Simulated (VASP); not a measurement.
MgH8Cl2O4, 15 atoms in the cell. The cell holds a disordered packing, 15 atoms: a = 5.708 Å, b = 5.708 Å, c = 5.708 Å, α = 90.00°, β = 90.00°, γ = 90.00°. 

```yaml
Program: VASP 6.6.1
Task: single point
Functional: PBE
Dispersion: D3(BJ)
Potentials_or_basis: VASP PAW PBE potentials, release 64 (O, H, Mg, Cl)
Cutoff: 520 eV
k_mesh: 1 × 1 × 1
Occupations: fermi-dirac, width 0.02 eV
Spin: no spin polarisation
Dipole_correction: no
Further_INCAR_settings: ALGO = Normal; EDIFF = 1e-06; NBANDS = 37
```

Potentials or basis: VASP PAW PBE potentials, release 64 (O, H, Mg, Cl).

Command:

```bash
$ cat potpaw_PBE.64/O/POTCAR potpaw_PBE.64/H/POTCAR potpaw_PBE.64/Mg/POTCAR potpaw_PBE.64/Cl/POTCAR > POTCAR
$ mpirun -np 1 vasp_gam > vasp.out
```

Hardware: 1 thread of Intel Xeon 8259CL, with other jobs on the host.

Q: Estimate the wall time of this run.

A: Run time: 34 s on 1 thread of Intel Xeon 8259CL, with other jobs on the host, peak memory 0.26 GiB. Counts: scf iterations 15, k points 1.
